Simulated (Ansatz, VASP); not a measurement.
One calculation of Si, two programs

```
CELL_PARAMETERS angstrom
0.00000 2.72209 2.72209
2.72209 0.00000 2.72209
2.72209 2.72209 0.00000
ATOMIC_POSITIONS crystal
Si 0.25000 0.25000 0.25000
Si 0.00000 0.00000 0.00000
```

Alike in both runs: functional r2SCAN; k mesh 12 × 12 × 12; occupations fermi-dirac, width 0.08 eV; no spin polarisation.

Ansatz relaxed the structure, and its values are those at the end. VASP's run is a single point on that final structure, the one shown.

|  | VASP | Ansatz |
| --- | --- | --- |
| version | VASP 6.6.1 | Ansatz 0.2.0 |
| potentials or method | VASP PAW PBE potentials, release 64 (Si) | PAW with Ansatz's default frozen-core files, scalar-relativistic |
| plane-wave cutoff (eV) | 520 | 500 |
| valence electrons in the cell | 8 | 8 |

Ansatz gave:

```
pressure (GPa) : 0.0
```

Problem. Estimate VASP's values.

Solution. Pressure (GPa): -0.2.

VASP's potentials were made for PBE, not for r2SCAN.
